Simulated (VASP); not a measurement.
Wanted: the native input for a VASP 6.6.1 run.

```
Task                   : single point
Functional             : PBEsol
Potentials or basis    : VASP PAW PBE potentials, release 64 (H)
Cutoff                 : 520 eV
k mesh                 : 6 × 6 × 6
Occupations            : gaussian, width 0.02 eV
Spin                   : no spin polarisation
Dipole correction      : no
Further INCAR settings : ALGO = Normal; EDIFF = 1e-06; NBANDS = 10
```

The structure of H lies in POSCAR:

```
H
1.0
    2.6106004258     -2.5489972608      0.0171045564
    2.5611606291      2.4984677729      0.0231136646
    0.0317472335      0.0048479850      4.1122446782
H
4
Direct
    0.9670020716      0.0132667702      0.0564372334
    0.4541963689      0.5721292699      0.4012082280
    0.5369673576      0.4431455253      0.4925972676
    0.0792056082      0.9373123850      0.9117002412
```

This cell differs from its parent crystal: atoms moved at random and the cell strained at random.

The input as run:

INCAR

```
SYSTEM = H
PREC = Accurate
ENCUT = 520
EDIFF = 1E-6
ISMEAR = 0
SIGMA = 0.02
LREAL = .False.
LASPH = .True.
NELM = 100
ALGO = Normal
ISIF = 2
LWAVE = .False.
LCHARG = .False.
GGA = PS
NBANDS = 10
```

KPOINTS

```
Automatic mesh
0
Gamma
  6 6 6
  0 0 0
```

Potentials or basis: VASP PAW PBE potentials, release 64 (H).

Launch:

```sh
$ cat potpaw_PBE.64/H/POTCAR > POTCAR
$ mpirun -np 1 vasp_std > vasp.out
```

It gave:

| Property | Result |
| --- | --- |
| Pressure | 2.7 GPa |
| Largest force | 4.588 eV/Å |
| Band gap on the k mesh | 9.02 eV, indirect (least direct gap 9.41 eV) |

Caveat: the cell differs from its parent crystal (atoms moved at random and the cell strained at random); the PAW data sets were made with another functional, which shifts forces and pressure a little.

It took 90 s on 1 thread of Intel Xeon 6975P-C (shared host), peak memory 0.18 GiB.
